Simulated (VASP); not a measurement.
Input of a VASP 6.6.1 run:

INCAR

```
SYSTEM = TaSi3
ALGO = Normal
EDIFF = 1E-6
EDIFFG = -0.05
ENCUT = 600
GGA = PS
IBRION = 2
ISIF = 3
ISMEAR = 0
LASPH = .TRUE.
LCHARG = .FALSE.
LREAL = .FALSE.
LWAVE = .FALSE.
NELM = 80
NSW = 80
PREC = Accurate
SIGMA = 0.1
```

File KPOINTS:

```
k-points
0
G
  6 6 6
  0 0 0
```

POSCAR

```
TaSi3
1.0
    3.3895332239      0.0000000000      0.0000000000
    0.0000000000      3.3895332239      0.0000000000
    0.0000000000      0.0000000000      3.3895332239
Ta Si
1 3
Direct
    0.5000000000      0.5000000000      0.5000000000
    0.5000000000      0.0000000000      0.0000000000
    0.0000000000      0.5000000000      0.0000000000
    0.0000000000      0.0000000000      0.5000000000
```

Potentials or basis: VASP PAW PBE potentials, release 64 (Ta_pv, Si).

Run with:

```sh
$ cat potpaw_PBE.64/Ta_pv/POTCAR potpaw_PBE.64/Si/POTCAR > POTCAR
$ mpirun -np 1 vasp_std > vasp.out
```

Q: Estimate the relaxed cell.

A: a = 3.860 Å, b = 3.860 Å, c = 3.860 Å, α = 90.00°, β = 90.00°, γ = 90.00°.

Q: Predict the space group after relaxing (to 0.1 Å).

A: Pm-3m (No. 221).

Final structure:
```
Ta Si
1.0
     3.86031    0.00000    0.00000
     0.00000    3.86031    0.00000
     0.00000    0.00000    3.86031
Ta Si
1 3
Direct
  0.50000 0.50000 0.50000
  0.50000 0.00000 0.00000
  0.00000 0.50000 0.00000
  0.00000 0.00000 0.50000
```

Caveat: an odd number of electrons without spin polarisation forces a metal; a magnetic or distorted state may lie lower.
